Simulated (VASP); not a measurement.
# Cs2SrBr4 (P4/mmm) in VASP: a series of runs, part 2 of 2

VASP 6.6.1. Earlier steps stand in the parts before.

## Step 5: Single point, PBE

This run uses another cell than the first one, of 51.57 Å³/atom.

INCAR reads:

```
PREC = Accurate
ENCUT = 520
EDIFF = 1E-6
ISMEAR = 0
SIGMA = 0.02
LREAL = False
LASPH = True
NELM = 100
ALGO = Normal
ISIF = 2
LWAVE = False
LCHARG = False
GGA = PE
NBANDS = 37
```

KPOINTS reads:

```
regular mesh
0
Gamma
  4 4 6
```

POSCAR reads:

```
Cs2SrBr4
1.0
    8.7321456132      0.0000000000      0.0000000000
    0.0000000000      8.7321456132      0.0000000000
    0.0000000000      0.0000000000      4.7343809649
Cs Sr Br
2 1 4
Direct
    0.5000000000      0.0000000000      0.5000000000
    0.0000000000      0.5000000000      0.5000000000
    0.0000000000      0.0000000000      0.0000000000
    0.2365901641      0.2365901641      0.0000000000
    0.7634098359      0.2365901641      0.0000000000
    0.7634098359      0.7634098359      0.0000000000
    0.2365901641      0.7634098359      0.0000000000
```

Potentials or basis: VASP PAW PBE potentials, release 64 (Cs_sv, Sr_sv, Br).

Run with:

```
cat potpaw_PBE.64/Cs_sv/POTCAR potpaw_PBE.64/Sr_sv/POTCAR potpaw_PBE.64/Br/POTCAR > POTCAR
mpirun -np 1 vasp_std > vasp.out
```

OUTCAR:

```text
PREC = Accurate
   ENCUT = 520
   EDIFF = 1E-6
   ISMEAR = 0
   LREAL = False
   LASPH = True
   NELM = 100
   ISIF = 2
   GGA = PE

 ion  position               nearest neighbor table
   1  0.500  0.000  0.500-
   2  0.000  0.500  0.500-
   3  0.000  0.000  0.000-   4 2.92   5 2.92   6 2.92   7 2.92
   4  0.237  0.237  0.000-   3 2.92
   5  0.763  0.237  0.000-   3 2.92
   6  0.763  0.763  0.000-   3 2.92
   7  0.237  0.763  0.000-   3 2.92

  LATTYP: Found a simple tetragonal cell.
 ALAT       =     8.7321456132
 C/A-ratio  =     0.5421784261

  Lattice vectors:

 A1 = (   8.7321456132,   0.0000000000,   0.0000000000)
 A2 = (   0.0000000000,   8.7321456132,   0.0000000000)
 A3 = (   0.0000000000,   0.0000000000,   4.7343809649)

Analysis of symmetry for initial positions (statically):
=====================================================================
 Subroutine PRICEL returns:
 Original cell was already a primitive cell.
[... 179 lines left out ...]

 E-fermi :  -1.7881     XC(G=0):  -6.5427

 val. band max:       -1.9136545368   @ k =   0.0000   0.0000   0.5000
 cond. band min:       0.8904909739   @ k =   0.0000   0.0000   0.0000
 fundamental gap:      2.8041455107
 Fermi energy:        -1.7881285306

 k-point     1 :       0.0000    0.0000    0.0000
  band No.  band energies     occupation
      1     -35.7056      2.00000
      2     -21.6517      2.00000
      3     -21.6498      2.00000
      4     -17.9538      2.00000
      5     -17.7406      2.00000
      6     -17.7406      2.00000
[... 949 lines left out ...]
     36       5.1445      0.00000
     37       5.1445      0.00000

------------------------ aborting loop because EDIFF is reached ----------------------------------------

  FORCE on cell =-STRESS in cart. coord.  units (eV):
  Direction    XX          YY          ZZ          XY          YZ          ZX
  --------------------------------------------------------------------------------------
  -------------------------------------------------------------------------------------
  Total        0.1488228      0.1488228      0.0565731      0.0000000     -0.0000000     -0.0000000
  in kB        0.6605031      0.6605031      0.2510821      0.0000000     -0.0000000     -0.0000000
  external PRESSURE =       0.5240294 kB  Pullay stress =       0.0000000 kB

 VOLUME and BASIS-vectors are now :
 -----------------------------------------------------------------------------
  energy-cutoff  :      520.00
  volume of cell :      361.00
      direct lattice vectors                 reciprocal lattice vectors
     8.732145613  0.000000000  0.000000000     0.114519391  0.000000000  0.000000000
     0.000000000  8.732145613  0.000000000     0.000000000  0.114519391  0.000000000
     0.000000000  0.000000000  4.734380965     0.000000000  0.000000000  0.211220856

 POSITION                                       TOTAL-FORCE (eV/Angst)
 -----------------------------------------------------------------------------------
      4.36607      0.00000      2.36719        -0.000000      0.000000      0.000000
      0.00000      4.36607      2.36719        -0.000000      0.000000      0.000000
      0.00000      0.00000      0.00000        -0.000000      0.000000      0.000000
      2.06594      2.06594      0.00000         0.015346      0.015346      0.000000
      6.66621      2.06594      0.00000        -0.015346      0.015346      0.000000
      6.66621      6.66621      0.00000        -0.015346     -0.015346      0.000000
      2.06594      6.66621      0.00000         0.015346     -0.015346     -0.000000
 -----------------------------------------------------------------------------------
    total drift:                               -0.000000     -0.000000     -0.000000

  FREE ENERGIE OF THE ION-ELECTRON SYSTEM (eV)
  ---------------------------------------------------
  free  energy   TOTEN  =       -22.5438885542 eV

  energy  without entropy=      -22.5438885542  energy(sigma->0) =      -22.54388855
```

OSZICAR:

```text
N       E                     dE             d eps       ncg     rms          rms(c)
DAV:   1     0.426890286690E+03    0.42689E+03   -0.22065E+04  1776   0.123E+03
DAV:   2     0.238447171029E+02   -0.40305E+03   -0.39312E+03  2418   0.233E+02
DAV:   3    -0.223119130739E+02   -0.46157E+02   -0.46054E+02  2112   0.834E+01
DAV:   4    -0.237749778452E+02   -0.14631E+01   -0.14611E+01  3008   0.144E+01
DAV:   5    -0.237948546127E+02   -0.19877E-01   -0.19874E-01  2474   0.133E+00    0.174E+01
DAV:   6    -0.227214002018E+02    0.10735E+01   -0.16570E+00  2121   0.392E+00    0.111E+01
DAV:   7    -0.225357159325E+02    0.18568E+00   -0.17557E+00  2153   0.421E+00    0.178E+00
DAV:   8    -0.225310987829E+02    0.46171E-02   -0.24930E-01  2062   0.163E+00    0.614E-01
DAV:   9    -0.225380795005E+02   -0.69807E-02   -0.13318E-02  2334   0.391E-01    0.246E-01
DAV:  10    -0.225421312301E+02   -0.40517E-02   -0.23772E-03  2000   0.207E-01    0.100E-01
DAV:  11    -0.225437024608E+02   -0.15712E-02   -0.13214E-03  2010   0.149E-01    0.755E-02
DAV:  12    -0.225438452309E+02   -0.14277E-03   -0.15960E-04  2302   0.484E-02    0.107E-02
DAV:  13    -0.225438832953E+02   -0.38064E-04   -0.51334E-05  2015   0.286E-02    0.692E-03
DAV:  14    -0.225438884542E+02   -0.51588E-05   -0.12072E-05  2268   0.136E-02    0.830E-03
DAV:  15    -0.225438885542E+02   -0.10006E-06   -0.74319E-07  1791   0.351E-03
   1 F= -.22543889E+02 E0= -.22543889E+02  d E =-.917232E-21
```

Run time: 3.2 min. Hardware: 1 thread of Intel Xeon 6975P-C (Granite Rapids), shared host; peak memory 0.59 GiB.

What came out:

```
Free energy            : -22.5439 eV
Pressure               : 0.1 GPa
Largest force          : 0.022 eV/Å
Band gap on the k mesh : 2.80 eV (least direct gap 2.90 eV)
```

Forces on the atoms (eV/Å):
```
Cs   0.000  0.000  0.000
Cs   0.000  0.000  0.000
Sr   0.000  0.000  0.000
Br   0.015  0.015  0.000
Br  -0.015  0.015  0.000
Br  -0.015 -0.015  0.000
Br   0.015 -0.015  0.000
```

Caveat: spin-orbit coupling is left out, which moves the levels of the heavy elements.

## Step 6: Summary

| task | cell | k mesh | cutoff (eV) | smearing | gap on the mesh (eV) | pressure (GPa) | largest force (eV/Å) |
| --- | --- | --- | --- | --- | --- | --- | --- |
| single point | a = 8.637, b = 8.637, c = 4.720 Å, 7 atoms, atomic positions A | 2 × 2 × 4 | 520 | gaussian 0.1 eV | 2.77 | 0.2 | 0.04 |
| single point | a = 7.817, b = 7.817, c = 4.546 Å, 7 atoms, atomic positions B | 4 × 4 × 4 | 520 | gaussian 0.1 eV | 2.61 | 8.2 | 2.96 |
| relaxation of cell and atoms | relaxed from a = 7.817, b = 7.817, c = 4.546 Å, 7 atoms, atomic positions B | 2 × 2 × 4 | 600 | gaussian 0.1 eV | 2.76 | 0.0 | 0.03 |
| single point | a = 8.732, b = 8.732, c = 4.734 Å, 7 atoms, atomic positions C | 4 × 4 × 6 | 520 | gaussian 0.02 eV | 2.80 | 0.1 | 0.02 |

Alike in all rows: level PBE; potentials or basis VASP PAW PBE potentials, release 64 (Cs_sv, Sr_sv, Br); no spin polarisation.

Caveats: spin-orbit coupling is left out, which moves the levels of the heavy elements; the cell stands under pressure (at least some runs); forces of over 1 eV/Å act on the atoms, so gaps and moduli don't describe the material at rest (at least some runs); the volume moved by over 15 % at a fixed basis, so the end points are rough (at least some runs).

Total energies depend on the potentials used, so only differences within one code and one set of settings carry meaning.
